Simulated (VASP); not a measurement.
# Si2W (I4/mmm) in VASP: further runs

Aim: see how the results for Si2W move with the level of theory and the settings. Levels: BLYP, revPBE, RPBE. Tasks: single point.

Everything below comes from runs of VASP 6.6.1. Logs are shortened: lines on timing, memory, paths and dates and some standing lists are left out, and cuts for length are marked.

## (1) The cell of the first run

The structure is tetragonal, space group I4/mmm (No. 139). The conventional cell has a = 3.214 Å, b = 3.214 Å, c = 7.830 Å, α = 90.00°, β = 90.00°, γ = 90.00°. W (site symmetry 4/mmm) has 10 Si at 2.62 Å and 4 W at 3.21 Å within 3.4 Å. Si (site symmetry 4mm) has 9 Si at 2.59 to 3.21 Å and 5 W at 2.62 Å within 3.4 Å.

## (2) Single point, BLYP

INCAR

```
AGGAC = 1.0 ; AGGAX = 1.0
ALDAC = 0.0 ; ALDAX = 1.0
ALGO = Normal ; EDIFF = 1E-6
ENCUT = 520 ; GGA = B5
ISIF = 2 ; ISMEAR = -1
LASPH = True ; LCHARG = True
LELF = True ; LREAL = False
LVHAR = True ; LWAVE = False
NBANDS = 18 ; NELM = 80
PREC = Accurate ; SIGMA = 0.05
```

KPOINTS

```
k-points
0
Gamma
  12 12 12
```

POSCAR

```
Si2W
1.0
   -1.6069000000      1.6069000000      3.9149500000
    1.6069000000     -1.6069000000      3.9149500000
    1.6069000000      1.6069000000     -3.9149500000
W Si
1 2
Direct
    0.0000000000      0.0000000000      0.0000000000
    0.6653000000      0.6653000000      0.0000000000
    0.3347000000      0.3347000000      0.0000000000
```

Potentials or basis: VASP PAW PBE potentials, release 64 (W_sv, Si).

Run with:

```console
cat potpaw_PBE.64/W_sv/POTCAR potpaw_PBE.64/Si/POTCAR > POTCAR
mpirun -np 1 vasp_std > vasp.out
```

OUTCAR:

```text
EDIFF = 1E-6
   ENCUT = 520
   GGA = B5
   ISIF = 2
   ISMEAR = -1
   LASPH = True
   LREAL = False
   NELM = 80
   PREC = Accurate

 ion  position               nearest neighbor table
   1  0.000  0.000  0.000-   2 2.62   2 2.62   2 2.62   3 2.62   2 2.62   3 2.62   3 2.62   3 2.62
                             2 2.62   3 2.62
   2  0.665  0.665  0.000-   3 2.59   1 2.62   1 2.62   1 2.62   1 2.62   1 2.62   3 2.63   3 2.63
                             3 2.63   3 2.63
   3  0.335  0.335  0.000-   2 2.59   1 2.62   1 2.62   1 2.62   1 2.62   1 2.62   2 2.63   2 2.63
                             2 2.63   2 2.63

  LATTYP: Found a body centered tetragonal cell.
 ALAT       =     3.2138000000
 C/A-ratio  =     2.4363370465

  Lattice vectors:

 A1 = (  -1.6069000000,   1.6069000000,   3.9149500000)
 A2 = (   1.6069000000,  -1.6069000000,   3.9149500000)
 A3 = (   1.6069000000,   1.6069000000,  -3.9149500000)

Analysis of symmetry for initial positions (statically):
=====================================================================
 Subroutine PRICEL returns:
 Original cell was already a primitive cell.

 Routine SETGRP: Setting up the symmetry group for a
 body centered tetragonal supercell.

 Subroutine GETGRP returns: Found 16 space group operations
 (whereof 16 operations were pure point group operations)
 out of a pool of 16 trial point group operations.

The static configuration has the point symmetry D_4h.

Analysis of symmetry for dynamics (positions and initial velocities):
=====================================================================
 Subroutine PRICEL returns:
 Original cell was already a primitive cell.

 Routine SETGRP: Setting up the symmetry group for a
 body centered tetragonal supercell.

 Subroutine GETGRP returns: Found 16 space group operations
 (whereof 16 operations were pure point group operations)
 out of a pool of 16 trial point group operations.

The dynamic configuration has the point symmetry D_4h.

 Subroutine INISYM returns: Found 16 space group operations
 (whereof 16 operations are pure point group operations),
 and found     1 'primitive' translations

----------------------------------------------------------------------------------------

                                     Primitive cell

  volume of cell :      40.4356

  direct lattice vectors                    reciprocal lattice vectors
    -1.606900000  1.606900000  3.914950000     0.000000000  0.311158131  0.127715552
     1.606900000 -1.606900000  3.914950000     0.311158131  0.000000000  0.127715552
     1.606900000  1.606900000 -3.914950000     0.311158131  0.311158131  0.000000000

  length of vectors
     4.526708376  4.526708376  4.526708376     0.336348992  0.336348992  0.440044048

  position of ions in fractional coordinates (direct lattice)
     0.000000000  0.000000000  0.000000000
     0.665300000  0.665300000  0.000000000
     0.334700000  0.334700000  0.000000000

  ion indices of the primitive-cell ions
   primitive index   ion index
                 1           1
                 2           2
                 3           3

----------------------------------------------------------------------------------------

 KPOINTS: k-points

Automatic generation of k-mesh.
 Grid dimensions read from file:
 generate k-points for:   12   12   12

 Generating k-lattice:

  Cartesian coordinates                     Fractional coordinates (reciprocal lattice)
     0.000000000  0.025929844  0.010642963     0.083333333  0.000000000  0.000000000
     0.025929844  0.000000000  0.010642963     0.000000000  0.083333333  0.000000000
     0.025929844  0.025929844  0.000000000     0.000000000  0.000000000  0.083333333

  Length of vectors
     0.028029083  0.028029083  0.036670337

  Shift w.r.t. Gamma in fractional coordinates (k-lattice)
     0.000000000  0.000000000  0.000000000

 Subroutine IBZKPT returns following result:
 ===========================================

 Found    163 irreducible k-points:

 Following reciprocal coordinates:
            Coordinates               Weight
  0.000000  0.000000  0.000000      1.000000
  0.083333  0.000000  0.000000      8.000000
  0.166667 -0.000000  0.000000      8.000000
  0.250000  0.000000  0.000000      8.000000
  0.333333  0.000000  0.000000      8.000000
  0.416667  0.000000  0.000000      8.000000
[... 16 lines left out ...]
  0.500000  0.166667 -0.000000     16.000000
 -0.416667  0.166667  0.000000     16.000000
 [... further k-points ...]
   k-points           NKPTS =    163   k-points in BZ     NKDIM =    163   number of bands    NBANDS=     18
   number of dos      NEDOS =    301   number of ions     NIONS =      3
   total plane-waves  NPLWV =  46656
   dimension x,y,z NGX =    36 NGY =   36 NGZ =   36
   dimension x,y,z NGXF=    72 NGYF=   72 NGZF=   72
   ions per type =               1   2
   NGX,Y,Z   is equivalent  to a cutoff of  13.22, 13.22, 13.22 a.u.
   NGXF,Y,Z  is equivalent  to a cutoff of  26.44, 26.44, 26.44 a.u.
 SYSTEM =  unknown system
   PREC   = accura    normal or accurate (medium, high low for compatibility)
   ISTART =      0    job   : 0-new  1-cont  2-samecut
   ICHARG =      2    charge: 1-file 2-atom 10-const
   ISPIN  =      1    spin polarized calculation?
   LNONCOLLINEAR =      F non collinear calculations
   LSORBIT =      F    spin-orbit coupling
   LASPH  =      T    aspherical Exc in radial PAW
   ENCUT  =  520.0 eV  38.22 Ry    6.18 a.u.   8.42  8.42  8.42*2*pi/ulx,y,z
   NELM   =     80;   NELMIN=  2; NELMDL= -5     # of ELM steps
   EDIFF  = 0.1E-05   stopping-criterion for ELM
   LREAL  =      F    real-space projection
   EDIFFG = 0.1E-04   stopping-criterion for IOM
   NSW    =      0    number of steps for IOM
   IBRION =     -1    ionic relax: 0-MD 1-quasi-New 2-CG
   NFREE  =      0    steps in history (QN), initial steepest desc. (CG)
   ISIF   =      2    stress and relaxation
   ISYM   =      2    0-nonsym 1-usesym 2-fastsym
   POTIM  = 0.5000    time-step for ionic-motion
   TEBEG  =    0.0;   TEEND  =   0.0 temperature during run
   PSTRESS=    0.0 pullay stress
   NELECT =      22.0000    total number of electrons
   NUPDOWN=      -1.0000    fix difference up-down
   EMIN   =  10.00;   EMAX   =-10.00  energy-range for DOS
   EFERMI =   0.00;   METHOD = LEGACY
   ISMEAR =    -1;   SIGMA  =   0.05  broadening in eV -4-tet -1-fermi 0-gaus
   EFERMI_NEDOS =   21; number of points for ismear=-14 and -15
   IALGO  =     38    algorithm
   IMIX   =      4    mixing-type and parameters
     AMIX     =   0.40;   BMIX     =  1.00
     AMIX_MAG =   1.60;   BMIX_MAG =  1.00
  volume/ion in A,a.u.               =      13.48        90.96
  Fermi-wavevector in a.u.,A,eV,Ry     =   1.336476  2.525573 24.302284  1.786167
  Thomas-Fermi vector in A             =   2.465099
   LORBIT       =      0    0 simple, 1 ext, 2 COOP (PROOUT), +10 PAW based schemes
   GGA     = B5    functional components
   LHFCALC =     F    Hartree Fock is set to
   AEXX    =    0.0000 exact exchange contribution
   IVDW    =     0    specifies the selected vdW correction
   LEPSILON=     F    determine dielectric tensor
   LRPA    =     F    only Hartree local field effects (RPA)
 non-spin polarized calculation
  energy-cutoff  :      520.00
  volume of cell :       40.44
 maximum number of plane-waves:      1118
 NGX is ok and might be reduce to    36
   NGX = 17   NGY = 17   NGZ = 17

 number of electron      21.9999999 magnetization

 Free energy of the ion-electron system (eV)
  ---------------------------------------------------
  ext. energy  EPLUGINS =         0.00000000
  ---------------------------------------------------
  free energy    TOTEN  =       -20.59560620 eV

  energy without entropy =      -20.59349112  energy(sigma->0) =      -20.59454866

 E-fermi :  12.4446     XC(G=0): -11.8822

 val. band max:       12.3804655142   @ k =  -0.3333  -0.4167   0.3333
 cond. band min:      12.4566729769   @ k =   0.2500   0.2500   0.2500
 fundamental gap:      0.0762074627
 Fermi energy:        12.4445584063

 k-point     1 :       0.0000    0.0000    0.0000
  band No.  band energies     occupation
      1     -60.9682      2.00000
      2     -25.4996      2.00000
      3     -25.4791      2.00000
      4     -25.4791      2.00000
      5      -1.5199      2.00000
      6       5.7074      2.00000
[... 10 lines left out ...]
     17      18.0794      0.00000
     18      18.0794      0.00000

 k-point     2 :       0.0833    0.0000    0.0000
  band No.  band energies     occupation
      1     -60.9677      2.00000
      2     -25.4985      2.00000
      3     -25.4940      2.00000
      4     -25.4777      2.00000
      5      -1.3877      2.00000
      6       5.7131      2.00000
[... 10 lines left out ...]
     17      18.0978      0.00000
     18      18.5778      0.00000

 k-point     3 :       0.1667   -0.0000    0.0000
  band No.  band energies     occupation
      1     -60.9663      2.00000
      2     -25.5347      2.00000
      3     -25.4954      2.00000
      4     -25.4740      2.00000
      5      -0.9978      2.00000
      6       5.6686      2.00000
[... 10 lines left out ...]
     17      18.4250      0.00000
     18      19.7115      0.00000

 k-point     4 :       0.2500    0.0000    0.0000
  band No.  band energies     occupation
      1     -60.9643      2.00000
      2     -25.5897      2.00000
      3     -25.4912      2.00000
      4     -25.4689      2.00000
      5      -0.3696      2.00000
      6       5.3600      2.00000
[... 10 lines left out ...]
     17      19.3415      0.00000
     18      21.2027      0.00000

 k-point     5 :       0.3333    0.0000    0.0000
  band No.  band energies     occupation
      1     -60.9624      2.00000
      2     -25.6442      2.00000
      3     -25.4870      2.00000
      4     -25.4638      2.00000
      5       0.4650      2.00000
      6       4.6421      2.00000
[... 10 lines left out ...]
     17      19.5587      0.00000
     18      21.2715      0.00000

 k-point     6 :       0.4167    0.0000    0.0000
  band No.  band energies     occupation
      1     -60.9609      2.00000
      2     -25.6838      2.00000
      3     -25.4839      2.00000
      4     -25.4601      2.00000
      5       1.4603      2.00000
      6       3.6610      2.00000
[... 10 lines left out ...]
     17      19.2197      0.00000
     18      19.7994      0.00000

 k-point     7 :       0.5000    0.0000    0.0000
  band No.  band energies     occupation
      1     -60.9604      2.00000
      2     -25.6982      2.00000
      3     -25.4828      2.00000
      4     -25.4587      2.00000
      5       2.4663      2.00000
      6       2.6508      2.00000
[... 10 lines left out ...]
     17      19.0316      0.00000
     18      19.0889      0.00000

 k-point     8 :       0.0833    0.0833    0.0000
  band No.  band energies     occupation
      1     -60.9672      2.00000
      2     -25.4980      2.00000
      3     -25.4934      2.00000
      4     -25.4918      2.00000
      5      -1.2181      2.00000
      6       5.5381      2.00000
[... 10 lines left out ...]
     17      18.5748      0.00000
     18      18.6283      0.00000
[... 229 lines left out ...]
     17      19.0267      0.00000
     18      20.4324      0.00000

 k-point    20 :       0.2500    0.1667    0.0000
  band No.  band energies     occupation
      1     -60.9624      2.00000
      2     -25.5835      2.00000
      3     -25.5231      2.00000
      4     -25.4881      2.00000
      5       0.3004      2.00000
      6       4.8540      2.00000
[... 10 lines left out ...]
     17      19.0314      0.00000
     18      20.9798      0.00000

 k-point    21 :       0.3333    0.1667    0.0000
  band No.  band energies     occupation
      1     -60.9604      2.00000
      2     -25.6372      2.00000
      3     -25.5173      2.00000
      4     -25.4833      2.00000
      5       1.1316      2.00000
      6       4.3979      2.00000
[... 10 lines left out ...]
     17      19.7686      0.00000
     18      20.8501      0.00000

 k-point    22 :       0.4167    0.1667    0.0000
  band No.  band energies     occupation
      1     -60.9590      2.00000
      2     -25.6762      2.00000
      3     -25.5130      2.00000
      4     -25.4793      2.00000
      5       2.0888      2.00000
      6       3.5880      2.00000
[... 10 lines left out ...]
     17      19.7972      0.00000
     18      21.1201      0.00000

 k-point    23 :       0.5000    0.1667   -0.0000
  band No.  band energies     occupation
      1     -60.9585      2.00000
      2     -25.6903      2.00000
      3     -25.5114      2.00000
      4     -25.4771      2.00000
      5       2.5550      2.00000
      6       3.1335      2.00000
[... 10 lines left out ...]
     17      19.8469      0.00000
     18      21.2623      0.00000

 k-point    24 :      -0.4167    0.1667    0.0000
  band No.  band energies     occupation
      1     -60.9590      2.00000
      2     -25.6760      2.00000
      3     -25.5129      2.00000
      4     -25.4774      2.00000
      5       1.5393      2.00000
      6       4.1878      2.00000
[... 10 lines left out ...]
     17      19.5359      0.00000
     18      20.8058      0.00000

 [... further k-points ...]

------------------------ aborting loop because EDIFF is reached ----------------------------------------

  FORCE on cell =-STRESS in cart. coord.  units (eV):
  Direction    XX          YY          ZZ          XY          YZ          ZX
  --------------------------------------------------------------------------------------
  -------------------------------------------------------------------------------------
  Total        3.4495993      3.4495993      3.2066774      0.0000000      0.0000000     -0.0000000
  in kB      136.6832563    136.6832563    127.0579767      0.0000000      0.0000000     -0.0000000
  external PRESSURE =     133.4748298 kB  Pullay stress =       0.0000000 kB

 VOLUME and BASIS-vectors are now :
 -----------------------------------------------------------------------------
  energy-cutoff  :      520.00
  volume of cell :       40.44
      direct lattice vectors                 reciprocal lattice vectors
    -1.606900000  1.606900000  3.914950000     0.000000000  0.311158131  0.127715552
     1.606900000 -1.606900000  3.914950000     0.311158131  0.000000000  0.127715552
     1.606900000  1.606900000 -3.914950000     0.311158131  0.311158131  0.000000000

 POSITION                                       TOTAL-FORCE (eV/Angst)
 -----------------------------------------------------------------------------------
      0.00000      0.00000      0.00000         0.000000      0.000000      0.000000
      0.00000      0.00000      5.20923         0.000000      0.000000      0.013238
      0.00000      0.00000      2.62067        -0.000000     -0.000000     -0.013238
 -----------------------------------------------------------------------------------
    total drift:                               -0.000000     -0.000000      0.000000

  FREE ENERGIE OF THE ION-ELECTRON SYSTEM (eV)
  ---------------------------------------------------
  free  energy   TOTEN  =       -20.5956061986 eV

  energy  without entropy=      -20.5934911210  energy(sigma->0) =      -20.59454866
```

Wall time 2.3 min (1 thread of Intel Xeon Platinum 8375C at 2.90GHz (Ice Lake), shared host); peak memory 0.28 GiB.

Results:

```
Free energy            : -20.5956 eV
Pressure               : 13.3 GPa
Largest force          : 0.013 eV/Å
Band gap on the k mesh : zero (bands 11 and 12 overlap by 1.28 eV)
```

Forces on the atoms (eV/Å):
```
W    0.000  0.000  0.000
Si   0.000  0.000  0.013
Si   0.000  0.000 -0.013
```

Levels at points of the mesh, in eV from the Fermi level:
| k point | band 7 | band 8 | band 9 | band 10 | band 11 | band 12 | band 13 | band 14 | band 15 | band 16 |
| --- | --- | --- | --- | --- | --- | --- | --- | --- | --- | --- |
| (0.00, 0.00, 0.00) | -3.74 | -3.21 | -2.85 | -2.85 | 0.57 | 2.68 | 3.10 | 3.10 | 3.36 | 4.65 |
| (0.50, 0.00, 0.00) | -5.64 | -4.71 | -2.81 | -2.73 | -0.44 | 2.66 | 2.77 | 3.98 | 4.34 | 5.33 |
| (0.50, 0.50, 0.00) | -5.80 | -5.56 | -4.96 | -3.21 | -1.56 | 2.77 | 2.92 | 3.10 | 3.95 | 4.60 |
| (0.50, 0.50, 0.50) | -3.69 | -2.53 | -0.83 | -0.83 | -0.53 | -0.53 | 0.74 | 4.43 | 4.71 | 6.53 |

Caveat: the cell stands under pressure; the PAW data sets were made with another functional, which shifts forces and pressure a little; spin-orbit coupling is left out, which moves the levels of the heavy elements.

## (3) Single point, revPBE

This run uses another cell than the first one, of 13.80 Å³/atom.

INCAR

```
SYSTEM = Si2W
  ALGO = Normal
  EDIFF = 1E-7
  ENCUT = 520
  GGA = RE
  ISIF = 2
  ISMEAR = -1
  LASPH = .TRUE.
  LCHARG = .FALSE.
  LREAL = .FALSE.
  LWAVE = .FALSE.
  NBANDS = 18
  NELM = 60
  PREC = Accurate
  SIGMA = 0.05
```

KPOINTS

```
k-points
0
G
  12 12 12
  0 0 0
```

POSCAR

```
Si2W
1.0
   -1.6193727090      1.6193727090      3.9454724243
    1.6193727090     -1.6193727090      3.9454724243
    1.6193727090      1.6193727090     -3.9454724243
W Si
1 2
Direct
    0.0000000000      0.0000000000      0.0000000000
    0.6655685956      0.6655685956      0.0000000000
    0.3344314044      0.3344314044      0.0000000000
```

Potentials or basis: VASP PAW PBE potentials, release 64 (W_sv, Si).

Run with:

```console
cat potpaw_PBE.64/W_sv/POTCAR potpaw_PBE.64/Si/POTCAR > POTCAR
mpirun -np 1 vasp_std > vasp.out
```

It took 2.1 min on 1 thread of Intel Xeon Platinum 8375C at 2.90GHz (Ice Lake), shared host; peak memory 0.28 GiB.

It converged, with:

```
Free energy            : -23.8980 eV
Pressure               : -0.2 GPa
Band gap on the k mesh : zero (bands 11 and 12 overlap by 1.26 eV)
```

Forces in eV/Å, atoms in the order of the input:
```
W    0.000  0.000  0.000
Si   0.000  0.000  0.002
Si   0.000  0.000 -0.002
```

Stress tensor (GPa, compression positive):
```
-0.13  0.00  0.00
 0.00 -0.13  0.00
 0.00  0.00 -0.25
```

Levels at points of the mesh, in eV from the Fermi level:
| k point | band 9 | band 10 | band 11 | band 12 | band 13 | band 14 |
| --- | --- | --- | --- | --- | --- | --- |
| (0.00, 0.00, 0.00) | -2.79 | -2.79 | 0.58 | 2.60 | 2.95 | 3.00 |
| (0.50, 0.00, 0.00) | -2.73 | -2.70 | -0.43 | 2.62 | 2.73 | 3.88 |
| (0.50, 0.50, 0.00) | -4.95 | -3.17 | -1.78 | 2.69 | 2.88 | 3.02 |
| (0.50, 0.50, 0.50) | -0.86 | -0.86 | -0.49 | -0.49 | 0.76 | 4.41 |

Caveat: the PAW data sets were made with another functional, which shifts forces and pressure a little; spin-orbit coupling is left out, which moves the levels of the heavy elements.

[end of part 1 of 2]
